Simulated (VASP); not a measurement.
# Li3Dy (P4/mmm) in VASP: further runs, part 2 of 2

VASP 6.6.1. The steps go on from the part before.

### 3 Single point, PBE

This run uses another cell than the first one, of 23.86 Å³/atom.

Input file INCAR:

```
PREC = Accurate
ENCUT = 750
EDIFF = 1E-6
ISMEAR = 0
SIGMA = 0.1
LREAL = False
LASPH = True
NELM = 200
ALGO = Normal
ISIF = 2
LWAVE = False
LCHARG = True
GGA = PE
LELF = True
LVHAR = True
NBANDS = 17
GGA_COMPAT = False
LMAXMIX = 6
```

Input file KPOINTS:

```
regular mesh
0
Gamma
  4 4 6
```

Input file POSCAR:

```
Li3Dy
1.0
    5.3618924175      0.0000000000      0.0000000000
    0.0000000000      5.3618924175      0.0000000000
    0.0000000000      0.0000000000      3.3190796013
Li Dy
3 1
Direct
    0.5000000000      0.5000000000      0.0000000000
    0.5000000000      0.0000000000      0.5000000000
    0.0000000000      0.5000000000      0.5000000000
    0.0000000000      0.0000000000      0.0000000000
```

Potentials or basis: VASP PAW PBE potentials, release 64 (Li_sv, Dy_3), 4f in core.

Started as:

```
$ cat potpaw_PBE.64/Li_sv/POTCAR potpaw_PBE.64/Dy_3/POTCAR > POTCAR
$ mpirun -np 1 vasp_std > vasp.out
```

Run time: 38 s. Hardware: 1 thread of Intel Xeon 6975P-C (Granite Rapids), shared host; peak memory 0.28 GiB.

It converged, with:

```
Free energy            : -9.5332 eV
Pressure               : 0.0 GPa
Band gap on the k mesh : zero (bands 9 and 10 overlap by 1.72 eV)
```

Levels at points of the mesh, in eV from the Fermi level:
| k point | band 7 | band 8 | band 9 | band 10 | band 11 | band 12 |
| --- | --- | --- | --- | --- | --- | --- |
| (0.00, 0.00, 0.00) | -4.03 | -0.46 | -0.26 | 0.22 | 0.22 | 1.43 |
| (0.50, 0.00, 0.00) | -3.30 | -2.16 | -0.36 | -0.19 | 1.19 | 1.85 |
| (0.50, 0.50, 0.00) | -2.65 | -1.86 | -1.08 | -1.08 | 1.00 | 1.36 |
| (0.00, 0.00, 0.50) | -1.56 | -0.42 | -0.42 | -0.28 | 0.37 | 2.55 |
| (0.50, 0.00, 0.50) | -1.02 | -0.85 | -0.26 | 0.46 | 1.04 | 1.78 |
| (0.50, 0.50, 0.50) | -0.44 | -0.44 | 0.64 | 0.70 | 0.70 | 1.11 |

Caveat: spin-orbit coupling is left out, which moves the levels of the heavy elements; the 4f electrons are frozen in the core, so they carry no moment and show no levels. Spin polarisation is off, so any magnetic state and its effect on volume and gap are missing.

### 4 Relaxation of cell and atoms, PBE

Input file INCAR:

```
ALGO = Normal ; EDIFF = 1E-7
EDIFFG = -0.04 ; ENCUT = 750
GGA = PE ; GGA_COMPAT = False
IBRION = 2 ; ISIF = 3
ISMEAR = 0 ; LASPH = True
LCHARG = False ; LMAXMIX = 6
LREAL = False ; LWAVE = False
NELM = 200 ; NELMIN = 4
NSW = 90 ; PREC = Accurate
SIGMA = 0.1
```

Input file KPOINTS:

```
k-points
0
Gamma
  4 4 6
```

Input file POSCAR:

```
Li3Dy
1.0
    4.4341390000      0.0000000000      0.0000000000
    0.0000000000      4.4341390000      0.0000000000
    0.0000000000      0.0000000000      3.1162394900
Li Dy
3 1
Direct
    0.5000000000      0.5000000000      0.0000000000
    0.5000000000      0.0000000000      0.5000000000
    0.0000000000      0.5000000000      0.5000000000
    0.0000000000      0.0000000000      0.0000000000
```

Potentials or basis: VASP PAW PBE potentials, release 64 (Li_sv, Dy_3), 4f in core.

Started as:

```
$ cat potpaw_PBE.64/Li_sv/POTCAR potpaw_PBE.64/Dy_3/POTCAR > POTCAR
$ mpirun -np 1 vasp_std > vasp.out
```

OUTCAR:

```text
EDIFF = 1E-7
   EDIFFG = -0.04
   ENCUT = 750
   GGA = PE
   IBRION = 2
   ISIF = 3
   ISMEAR = 0
   LASPH = True
   LREAL = False
   NELM = 200
   NELMIN = 4
   NSW = 90
   PREC = Accurate

 ion  position               nearest neighbor table
   1  0.500  0.500  0.000-   4 3.14   4 3.14   4 3.14   4 3.14
   2  0.500  0.000  0.500-   4 2.71   4 2.71   4 2.71   4 2.71
   3  0.000  0.500  0.500-   4 2.71   4 2.71   4 2.71   4 2.71
   4  0.000  0.000  0.000-   2 2.71   3 2.71   2 2.71   3 2.71   3 2.71   3 2.71   2 2.71   2 2.71
                             1 3.14   1 3.14   1 3.14   1 3.14

  LATTYP: Found a simple tetragonal cell.
 ALAT       =     4.4341390000
 C/A-ratio  =     0.7027834468

  Lattice vectors:

 A1 = (   4.4341390000,   0.0000000000,   0.0000000000)
 A2 = (   0.0000000000,   4.4341390000,   0.0000000000)
 A3 = (   0.0000000000,   0.0000000000,   3.1162394900)

Analysis of symmetry for initial positions (statically):
=====================================================================
 Subroutine PRICEL returns:
 Original cell was already a primitive cell.

 Routine SETGRP: Setting up the symmetry group for a
 simple tetragonal supercell.

 Subroutine GETGRP returns: Found 16 space group operations
 (whereof 16 operations were pure point group operations)
 out of a pool of 16 trial point group operations.

The static configuration has the point symmetry D_4h.

Analysis of symmetry for dynamics (positions and initial velocities):
=====================================================================
 Subroutine PRICEL returns:
[... 160 lines left out ...]
  free energy    TOTEN  =        -8.06116072 eV

  energy without entropy =       -8.04761850  energy(sigma->0) =       -8.05438961

 E-fermi :   3.1026     XC(G=0):  -9.4113

 val. band max:        3.0699839539   @ k =   0.5000   0.2500   0.1667
 cond. band min:       3.1508397747   @ k =   0.5000   0.0000   0.1667
 fundamental gap:      0.0808558207
 Fermi energy:         3.1025880027

 k-point     1 :       0.0000    0.0000    0.0000
  band No.  band energies     occupation
      1     -42.5025      2.00000
      2     -42.4850      2.00000
      3     -42.3256      2.00000
      4     -19.8203      2.00000
      5     -19.8203      2.00000
      6     -19.2232      2.00000
      7      -1.3568      2.00000
      8       2.5749      2.00000
      9       2.9912      1.88466
     10       4.0252      0.00000
     11       4.0252      0.00000
     12       5.2703      0.00000
     13       8.1728      0.00000
[... 631 lines left out ...]
--------------------------------------- Ionic step        8  -------------------------------------------

 number of electron      17.9999989 magnetization

 Free energy of the ion-electron system (eV)
  ---------------------------------------------------
  ext. energy  EPLUGINS =         0.00000000
  ---------------------------------------------------
  free energy    TOTEN  =        -9.50467954 eV

  energy without entropy =       -9.49032956  energy(sigma->0) =       -9.49750455

 E-fermi :   1.2907     XC(G=0):  -7.9243

 val. band max:        1.2710217337   @ k =   0.2500   0.0000   0.0000
 cond. band min:       1.3266230639   @ k =   0.5000   0.2500   0.3333
 fundamental gap:      0.0556013302
 Fermi energy:         1.2907280640

 k-point     1 :       0.0000    0.0000    0.0000
  band No.  band energies     occupation
      1     -45.2115      2.00000
      2     -44.7755      2.00000
      3     -44.7749      2.00000
      4     -22.4093      2.00000
      5     -22.4093      2.00000
      6     -21.9452      2.00000
      7      -2.7353      2.00000
      8       0.8209      2.00000
      9       1.0355      1.99969
     10       1.5032      0.00266
     11       1.5032      0.00266
     12       2.7203      0.00000
     13       5.4794      0.00000
[... 397 lines left out ...]
  FREE ENERGIE OF THE ION-ELECTRON SYSTEM (eV)
  ---------------------------------------------------
  free  energy   TOTEN  =        -9.5046795424 eV

  energy  without entropy=       -9.4903295566  energy(sigma->0) =       -9.49750455

 reached required accuracy - stopping structural energy minimisation
```

Wall time 2.2 min (1 thread of Intel Xeon 6975P-C (Granite Rapids), shared host); peak memory 0.22 GiB.

What came out:

* Free energy: -9.5047 eV
* Relaxed volume: 23.78 Å³/atom
* Relaxed cell: a = 5.363 Å, b = 5.363 Å, c = 3.307 Å, α = 90.00°, β = 90.00°, γ = 90.00°
* Space group after relaxing (to 0.1 Å): P4/mmm (No. 123)
* Energy gained by relaxing: 360.9 meV/atom
* Ionic steps: 8
* Pressure after relaxing: 0.1 GPa
* Band gap on the k mesh: zero (bands 9 and 10 overlap by 1.72 eV)

Stress tensor (GPa, compression positive):
```
0.07 0.00 0.00
0.00 0.07 0.00
0.00 0.00 0.16
```

The path:
```csv
step,energy change (eV),largest force (eV/Å),pressure (GPa),volume (Å³)
1,0.0000,0.0000,17.77,61.27
2,-1.1133,0.0000,5.49,77.59
3,-1.3683,0.0000,1.15,89.90
4,-1.3903,0.0000,-0.01,94.81
5,-1.3906,0.0000,-0.18,95.65
6,-1.4149,0.0000,-0.13,95.55
7,-1.4423,0.0000,0.03,95.24
8,-1.4435,0.0000,0.10,95.12
```

Final structure:
```yaml
crystal:
  lattice:
    - [5.36303, 0.00000, 0.00000]
    - [0.00000, 5.36303, 0.00000]
    - [0.00000, 0.00000, 3.30700]
  atoms:
    - { symbol: Li, position: [0.50000, 0.50000, 0.00000] }
    - { symbol: Li, position: [0.50000, 0.00000, 0.50000] }
    - { symbol: Li, position: [0.00000, 0.50000, 0.50000] }
    - { symbol: Dy, position: [0.00000, 0.00000, 0.00000] }
```

Caveat: the volume moved by over 15 % at a fixed basis, so the end points are rough; spin-orbit coupling is left out, which moves the levels of the heavy elements; the 4f electrons are frozen in the core, so they carry no moment and show no levels. Spin polarisation is off, so any magnetic state and its effect on volume and gap are missing.

### 5 Single point, PBE

This run uses another cell than the first one, of 23.80 Å³/atom.

Input file INCAR:

```
SYSTEM = Li3Dy
PREC = Accurate
ENCUT = 750
EDIFF = 1E-6
ISMEAR = 0
SIGMA = 0.1
LREAL = .FALSE.
LASPH = .TRUE.
NELM = 200
ALGO = Normal
ISIF = 2
LWAVE = .FALSE.
LCHARG = .TRUE.
GGA = PE
LELF = .TRUE.
LVHAR = .TRUE.
NBANDS = 17
GGA_COMPAT = .FALSE.
LMAXMIX = 6
```

Input file KPOINTS:

```
regular mesh
0
G
  10 10 14
  0 0 0
```

Input file POSCAR:

```
Li3Dy
1.0
    5.3804334411      0.0000000000      0.0000000000
    0.0000000000      5.3804334411      0.0000000000
    0.0000000000      0.0000000000      3.2888313006
Li Dy
3 1
Direct
    0.5000000000      0.5000000000      0.0000000000
    0.5000000000      0.0000000000      0.5000000000
    0.0000000000      0.5000000000      0.5000000000
    0.0000000000      0.0000000000      0.0000000000
```

Started as:

```
$ cat potpaw_PBE.64/Li_sv/POTCAR potpaw_PBE.64/Dy_3/POTCAR > POTCAR
$ mpirun -np 1 vasp_std > vasp.out
```

It took 3.5 min on 1 thread of Intel Xeon 6975P-C (Granite Rapids), shared host; peak memory 0.57 GiB.

The run converged. Its results:

| Property | Result |
| --- | --- |
| Free energy | -9.5336 eV |
| Pressure | 0.0 GPa |
| Band gap on the k mesh | zero (bands 9 and 10 overlap by 1.76 eV) |

Levels at points of the mesh, in eV from the Fermi level:
| k point | band 7 | band 8 | band 9 | band 10 | band 11 | band 12 |
| --- | --- | --- | --- | --- | --- | --- |
| (0.00, 0.00, 0.00) | -3.96 | -0.41 | -0.20 | 0.26 | 0.26 | 1.49 |
| (0.50, 0.00, 0.00) | -3.24 | -2.09 | -0.31 | -0.14 | 1.22 | 1.89 |
| (0.50, 0.50, 0.00) | -2.59 | -1.80 | -1.02 | -1.02 | 1.03 | 1.39 |
| (0.00, 0.00, 0.50) | -1.44 | -0.37 | -0.37 | -0.16 | 0.47 | 2.66 |
| (0.50, 0.00, 0.50) | -0.93 | -0.74 | -0.21 | 0.57 | 1.18 | 1.89 |
| (0.50, 0.50, 0.50) | -0.37 | -0.37 | 0.74 | 0.80 | 0.80 | 1.24 |

Caveat: spin-orbit coupling is left out, which moves the levels of the heavy elements; the 4f electrons are frozen in the core, so they carry no moment and show no levels.

### 6 The runs side by side

```csv
task,cell,k mesh,gap on the mesh (eV),pressure (GPa)
single point,"a = 4.434, b = 4.434, c = 3.116 Å, 4 atoms",4 × 4 × 6,none,17.8
single point,"a = 5.362, b = 5.362, c = 3.319 Å, 4 atoms",4 × 4 × 6,none,0.0
relaxation of cell and atoms,"relaxed from a = 4.434, b = 4.434, c = 3.116 Å, 4 atoms",4 × 4 × 6,none,0.1
single point,"a = 5.380, b = 5.380, c = 3.289 Å, 4 atoms",10 × 10 × 14,none,0.0
```

Alike in all rows: level PBE; potentials or basis VASP PAW PBE potentials, release 64 (Li_sv, Dy_3), 4f in core; no spin polarisation; cutoff (eV) 750; smearing gaussian 0.1 eV.

Caveats: spin-orbit coupling is left out, which moves the levels of the heavy elements; the 4f electrons are frozen in the core, so they carry no moment and show no levels; the stress differs along the axes, from 14 to 20 GPa (at least some runs); the volume moved by over 15 % at a fixed basis, so the end points are rough (at least some runs).

Total energies depend on the potentials used, so only differences within one code and one set of settings carry meaning.

The gap in the log of VASP goes by the Fermi energy; the results here count the filled bands.